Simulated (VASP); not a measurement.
# NaTlS2 (P-4m2) in VASP: single point with HSE06

Aim: the single point of NaTlS2 with HSE06.

Program: VASP 6.6.1. These are calculated values, not measurements. Logs are shortened: lines on timing, memory, paths and dates and some standing lists are left out, and cuts for length are marked.

## Step 1: The cell of the first run

Symmetry: P-4m2, No. 115, tetragonal system. Conventional cell: a = 4.107 Å, b = 4.107 Å, c = 6.626 Å, α = 90.00°, β = 90.00°, γ = 90.00°. Within 3.6 Å of Na (site symmetry -4m2) lie 4 S at 2.74 Å. S (site symmetry 2mm) has 2 Tl at 2.54 Å and 2 Na at 2.74 Å within 3.4 Å. Within 3.4 Å of Tl (site symmetry -4m2) lie 4 S at 2.54 Å.

## Step 2: Single point, HSE06

File POSCAR:

```
NaTlS2
1.0
    4.1069030529      0.0000000000      0.0000000000
    0.0000000000      4.1069030529      0.0000000000
    0.0000000000      0.0000000000      6.6264437592
Na S Tl
1 2 1
Direct
    0.0000000000      0.0000000000      0.0000000000
    0.0000000000      0.5000000000      0.2735831763
    0.5000000000      0.0000000000      0.7264168237
    0.5000000000      0.5000000000      0.5000000000
```

File INCAR.step1:

```
SYSTEM = NaTlS2
PREC     = Accurate       ! precision mode
ENCUT    = 520            ! plane-wave cutoff, eV
EDIFF    = 1E-5           ! SCF threshold, eV
ISMEAR   = -1             ! smearing method
SIGMA    = 0.02           ! smearing width, eV
LREAL    = .FALSE.        ! projectors in reciprocal space
LASPH    = .TRUE.         ! aspherical terms in the spheres
NELM     = 100            ! most SCF steps
ALGO     = Normal         ! electronic algorithm
ISIF     = 2              ! what is computed and relaxed
LWAVE    = .TRUE.         ! write WAVECAR
LCHARG   = .FALSE.        ! write CHGCAR
NBANDS   = 24             ! bands
GGA      = PE             ! functional
```

File INCAR.step2:

```
SYSTEM = NaTlS2
PREC     = Accurate       ! precision mode
ENCUT    = 520            ! plane-wave cutoff, eV
EDIFF    = 1E-7           ! SCF threshold, eV
ISMEAR   = -1             ! smearing method
SIGMA    = 0.02           ! smearing width, eV
LREAL    = .FALSE.        ! projectors in reciprocal space
LASPH    = .TRUE.         ! aspherical terms in the spheres
NELM     = 100            ! most SCF steps
ALGO     = Normal         ! electronic algorithm
ISIF     = 2              ! what is computed and relaxed
LWAVE    = .FALSE.        ! write WAVECAR
LCHARG   = .FALSE.        ! write CHGCAR
GGA      = PE             ! functional
LHFCALC  = .TRUE.         ! exact exchange
HFSCREEN = 0.2079         ! screening, 1/A
PRECFOCK = Normal       
NBANDS   = 24             ! bands
ISTART   = 1
```

File KPOINTS:

```
regular mesh
0
G
  4 4 2
  0 0 0
```

Potentials or basis: VASP PAW PBE potentials, release 64 (Na_pv, S, Tl_d).

Started as:

```sh
$ cat potpaw_PBE.64/Na_pv/POTCAR potpaw_PBE.64/S/POTCAR potpaw_PBE.64/Tl_d/POTCAR > POTCAR
$ cp INCAR.step1 INCAR
$ mpirun -np 1 vasp_std > vasp.out
$ cp INCAR.step2 INCAR
$ mpirun -np 1 vasp_std > vasp.out
```

OUTCAR:

```text
SYSTEM = NaTlS2
   PREC = Accurate
   ENCUT = 520
   EDIFF = 1E-7
   ISMEAR = -1
   LREAL = .FALSE.
   LASPH = .TRUE.
   NELM = 100
   ISIF = 2
   GGA = PE
   LHFCALC = .TRUE.
   HFSCREEN = 0.2079
   PRECFOCK = Normal
   ISTART = 1

 ion  position               nearest neighbor table
   1  0.000  0.000  0.000-   2 2.74   3 2.74   2 2.74   3 2.74
   2  0.000  0.500  0.274-   4 2.54   4 2.54   1 2.74   1 2.74
   3  0.500  0.000  0.726-   4 2.54   4 2.54   1 2.74   1 2.74
   4  0.500  0.500  0.500-   2 2.54   3 2.54   3 2.54   2 2.54

  LATTYP: Found a simple tetragonal cell.
 ALAT       =     4.1069030529
 C/A-ratio  =     1.6134892092

  Lattice vectors:

 A1 = (   4.1069030529,   0.0000000000,   0.0000000000)
 A2 = (   0.0000000000,   4.1069030529,   0.0000000000)
 A3 = (   0.0000000000,   0.0000000000,   6.6264437592)

Analysis of symmetry for initial positions (statically):
=====================================================================
 Subroutine PRICEL returns:
 Original cell was already a primitive cell.

 Routine SETGRP: Setting up the symmetry group for a
 simple tetragonal supercell.

 Subroutine GETGRP returns: Found  8 space group operations
 (whereof  8 operations were pure point group operations)
 out of a pool of 16 trial point group operations.

The static configuration has the point symmetry D_2d.

Analysis of symmetry for dynamics (positions and initial velocities):
=====================================================================
 Subroutine PRICEL returns:
 Original cell was already a primitive cell.

 Routine SETGRP: Setting up the symmetry group for a
 simple tetragonal supercell.

 Subroutine GETGRP returns: Found  8 space group operations
 (whereof  8 operations were pure point group operations)
 out of a pool of 16 trial point group operations.

The dynamic configuration has the point symmetry D_2d.

 Subroutine INISYM returns: Found  8 space group operations
 (whereof  8 operations are pure point group operations),
 and found     1 'primitive' translations

----------------------------------------------------------------------------------------

                                     Primitive cell

  volume of cell :     111.7659

  direct lattice vectors                    reciprocal lattice vectors
     4.106903053  0.000000000  0.000000000     0.243492478  0.000000000  0.000000000
     0.000000000  4.106903053  0.000000000     0.000000000  0.243492478  0.000000000
     0.000000000  0.000000000  6.626443759     0.000000000  0.000000000  0.150910509

  length of vectors
     4.106903053  4.106903053  6.626443759     0.243492478  0.243492478  0.150910509

  position of ions in fractional coordinates (direct lattice)
     0.000000000  0.000000000  0.000000000
     0.000000000  0.500000000  0.273583176
     0.500000000  0.000000000  0.726416824
     0.500000000  0.500000000  0.500000000

  ion indices of the primitive-cell ions
   primitive index   ion index
                 1           1
                 2           2
                 3           3
                 4           4

----------------------------------------------------------------------------------------

 KPOINTS: regular mesh

Automatic generation of k-mesh.
 Grid dimensions read from file:
 generate k-points for:    4    4    2

 Generating k-lattice:

  Cartesian coordinates                     Fractional coordinates (reciprocal lattice)
     0.060873119  0.000000000  0.000000000     0.250000000  0.000000000  0.000000000
     0.000000000  0.060873119  0.000000000     0.000000000  0.250000000  0.000000000
     0.000000000  0.000000000  0.075455254     0.000000000  0.000000000  0.500000000

  Length of vectors
     0.060873119  0.060873119  0.075455254

  Shift w.r.t. Gamma in fractional coordinates (k-lattice)
     0.000000000  0.000000000  0.000000000

 Subroutine IBZKPT returns following result:
 ===========================================

 Found     12 irreducible k-points:

 Following reciprocal coordinates:
            Coordinates               Weight
  0.000000  0.000000  0.000000      1.000000
  0.250000  0.000000  0.000000      4.000000
  0.500000  0.000000  0.000000      2.000000
  0.250000  0.250000  0.000000      4.000000
  0.500000  0.250000  0.000000      4.000000
  0.500000  0.500000  0.000000      1.000000
  0.000000  0.000000  0.500000      1.000000
  0.250000  0.000000  0.500000      4.000000
  0.500000  0.000000  0.500000      2.000000
  0.250000  0.250000  0.500000      4.000000
  0.500000  0.250000  0.500000      4.000000
  0.500000  0.500000  0.500000      1.000000
   k-points           NKPTS =     12   k-points in BZ     NKDIM =     32   number of bands    NBANDS=     24
   number of dos      NEDOS =    301   number of ions     NIONS =      4
   total plane-waves  NPLWV =  51200
   dimension x,y,z NGX =    32 NGY =   32 NGZ =   50
   dimension x,y,z NGXF=    64 NGYF=   64 NGZF=  100
   ions per type =               1   2   1
   NGX,Y,Z   is equivalent  to a cutoff of  12.95, 12.95, 12.54 a.u.
   NGXF,Y,Z  is equivalent  to a cutoff of  25.91, 25.91, 25.09 a.u.
 SYSTEM =  NaTlS2
   PREC   = accura    normal or accurate (medium, high low for compatibility)
   ISTART =      1    job   : 0-new  1-cont  2-samecut
   ICHARG =      0    charge: 1-file 2-atom 10-const
   ISPIN  =      1    spin polarized calculation?
   LNONCOLLINEAR =      F non collinear calculations
   LSORBIT =      F    spin-orbit coupling
   LASPH  =      T    aspherical Exc in radial PAW
   ENCUT  =  520.0 eV  38.22 Ry    6.18 a.u.   7.64  7.64 12.32*2*pi/ulx,y,z
   NELM   =    100;   NELMIN=  2; NELMDL=  0     # of ELM steps
   EDIFF  = 0.1E-06   stopping-criterion for ELM
   LREAL  =      F    real-space projection
   EDIFFG = 0.1E-05   stopping-criterion for IOM
   NSW    =      0    number of steps for IOM
   IBRION =     -1    ionic relax: 0-MD 1-quasi-New 2-CG
   NFREE  =      0    steps in history (QN), initial steepest desc. (CG)
   ISIF   =      2    stress and relaxation
   ISYM   =      3    0-nonsym 1-usesym 2-fastsym
   POTIM  = 0.5000    time-step for ionic-motion
   TEBEG  =    0.0;   TEEND  =   0.0 temperature during run
   PSTRESS=    0.0 pullay stress
   NELECT =      32.0000    total number of electrons
   NUPDOWN=      -1.0000    fix difference up-down
   EMIN   =  10.00;   EMAX   =-10.00  energy-range for DOS
   EFERMI =   0.00;   METHOD = LEGACY
   ISMEAR =    -1;   SIGMA  =   0.02  broadening in eV -4-tet -1-fermi 0-gaus
   EFERMI_NEDOS =   21; number of points for ismear=-14 and -15
   IALGO  =     38    algorithm
   IMIX   =      1    mixing-type and parameters
     AMIX     =   0.40;   BMIX     =  1.00
     AMIX_MAG =   1.60;   BMIX_MAG =  1.00
  volume/ion in A,a.u.               =      27.94       188.56
  Fermi-wavevector in a.u.,A,eV,Ry     =   1.079001  2.039015 15.840478  1.164242
  Thomas-Fermi vector in A             =   2.214954
   LORBIT       =      0    0 simple, 1 ext, 2 COOP (PROOUT), +10 PAW based schemes
   GGA     = PE    functional components
   LHFCALC =     T    Hartree Fock is set to
   PRECFOCK=normal    Normal, Fast or Accurate (Low or Medium for compatibility)
   ENCUT4O =  -1.0   cutoff for four orbital integrals eV
   NKREDX  =     1    reduce k-point grid by
   NKREDY  =     1    reduce k-point grid by
   NKREDZ  =     1    reduce k-point grid by
   AEXX    =    0.2500 exact exchange contribution
   HFSCREEN=    0.2079 screening length (either q_TF or 0.3 A-1)
   HFSCREENC=   0.2079 screening length for correlation (either q_TF or 0.3 A-1)
   ENCUTFOCK=  -1.0 apply spherical cutoff to Coloumb kernel
   IVDW    =     0    specifies the selected vdW correction
   LEPSILON=     F    determine dielectric tensor
   LRPA    =     F    only Hartree local field effects (RPA)
 non-spin polarized calculation
  energy-cutoff  :      520.00
  volume of cell :      111.77
 maximum number of plane-waves:      3031
 NGX is ok and might be reduce to    32
  NGX = 24; NGY = 24; NGZ = 40

 number of electron      32.0000001 magnetization

 Free energy of the ion-electron system (eV)
  ---------------------------------------------------
  ext. energy  EPLUGINS =         0.00000000
  ---------------------------------------------------
  free energy    TOTEN  =       -16.75787401 eV

  energy without entropy =      -16.75787401  energy(sigma->0) =      -16.75787401

 E-fermi :   1.2933     XC(G=0):  -6.7368

 val. band max:        0.7865810527   @ k =   0.0000   0.0000   0.0000
 cond. band min:       2.5111102025   @ k =   0.0000   0.0000   0.0000
 fundamental gap:      1.7245291499
 Fermi energy:         1.2932906223

 k-point     1 :       0.0000    0.0000    0.0000
  band No.  band energies     occupation
      1     -23.7470      2.00000
      2     -23.7470      2.00000
      3     -23.7046      2.00000
      4     -12.3576      2.00000
      5     -12.3204      2.00000
      6     -11.0058      2.00000
[... 16 lines left out ...]
     23       9.8322      0.00000
     24      12.1145      0.00000

 k-point     2 :       0.2500    0.0000    0.0000
  band No.  band energies     occupation
      1     -23.7517      2.00000
      2     -23.7467      2.00000
      3     -23.7037      2.00000
      4     -12.3290      2.00000
      5     -12.2872      2.00000
      6     -11.0006      2.00000
[... 16 lines left out ...]
     23       9.6439      0.00000
     24      12.1377      0.00000

 k-point     3 :       0.5000    0.0000    0.0000
  band No.  band energies     occupation
      1     -23.7563      2.00000
      2     -23.7464      2.00000
      3     -23.7027      2.00000
      4     -12.3401      2.00000
      5     -12.2383      2.00000
      6     -10.9953      2.00000
[... 16 lines left out ...]
     23       9.6018      0.00000
     24      11.4253      0.00000
[... 190 lines left out ...]
 k-point    11 :       0.5000    0.2500    0.5000
  band No.  band energies     occupation
      1     -23.7559      2.00000
      2     -23.7510      2.00000
      3     -23.7018      2.00000
      4     -12.3051      2.00000
      5     -12.2426      2.00000
      6     -10.9276      2.00000
[... 16 lines left out ...]
     23      10.7412      0.00000
     24      11.0216      0.00000

 k-point    12 :       0.5000    0.5000    0.5000
  band No.  band energies     occupation
      1     -23.7556      2.00000
      2     -23.7556      2.00000
      3     -23.7009      2.00000
      4     -12.2661      2.00000
      5     -12.2660      2.00000
      6     -10.8308      2.00000
[... 16 lines left out ...]
     23      10.1013      0.00000
     24      10.4169      0.00000

------------------------ aborting loop because EDIFF is reached ----------------------------------------

  FORCE on cell =-STRESS in cart. coord.  units (eV):
  Direction    XX          YY          ZZ          XY          YZ          ZX
  --------------------------------------------------------------------------------------
  -------------------------------------------------------------------------------------
  Total       -0.0266144     -0.0266144     -0.0102648      0.0000000      0.0000000      0.0000000
  in kB       -0.3815200     -0.3815200     -0.1471467      0.0000000      0.0000000      0.0000000
  external PRESSURE =      -0.3033956 kB  Pullay stress =       0.0000000 kB

 VOLUME and BASIS-vectors are now :
 -----------------------------------------------------------------------------
  energy-cutoff  :      520.00
  volume of cell :      111.77
      direct lattice vectors                 reciprocal lattice vectors
     4.106903053  0.000000000  0.000000000     0.243492478  0.000000000  0.000000000
     0.000000000  4.106903053  0.000000000     0.000000000  0.243492478  0.000000000
     0.000000000  0.000000000  6.626443759     0.000000000  0.000000000  0.150910509

 POSITION                                       TOTAL-FORCE (eV/Angst)
 -----------------------------------------------------------------------------------
      0.00000      0.00000      0.00000         0.000000     -0.000000      0.000000
      0.00000      2.05345      1.81288        -0.000000     -0.000000      0.012278
      2.05345      0.00000      4.81356        -0.000000      0.000000     -0.012278
      2.05345      2.05345      3.31322        -0.000000     -0.000000      0.000000
 -----------------------------------------------------------------------------------
    total drift:                               -0.000002     -0.000000     -0.000001

  FREE ENERGIE OF THE ION-ELECTRON SYSTEM (eV)
  ---------------------------------------------------
  free  energy   TOTEN  =       -16.7578740071 eV

  energy  without entropy=      -16.7578740071  energy(sigma->0) =      -16.75787401
```

Run time: 28 min. Hardware: 1 thread of Intel Xeon Platinum 8259CL at 2.50GHz (Skylake/Cascade Lake), shared host; peak memory 0.37 GiB.

Results:

| Item | Value |
| --- | --- |
| Free energy | -16.7579 eV |
| Pressure | 0.0 GPa |
| Largest force | 0.012 eV/Å |
| Band gap on the k mesh | 1.72 eV |

Forces in eV/Å, atoms in the order of the input:
```
Na   0.000  0.000  0.000
S    0.000  0.000  0.012
S    0.000  0.000 -0.012
Tl   0.000  0.000  0.000
```

Caveat: the k points lie up to 0.47 Å⁻¹ apart; the PAW data sets were made with another functional, which shifts forces and pressure a little; spin-orbit coupling is left out, which moves the levels of the heavy elements.
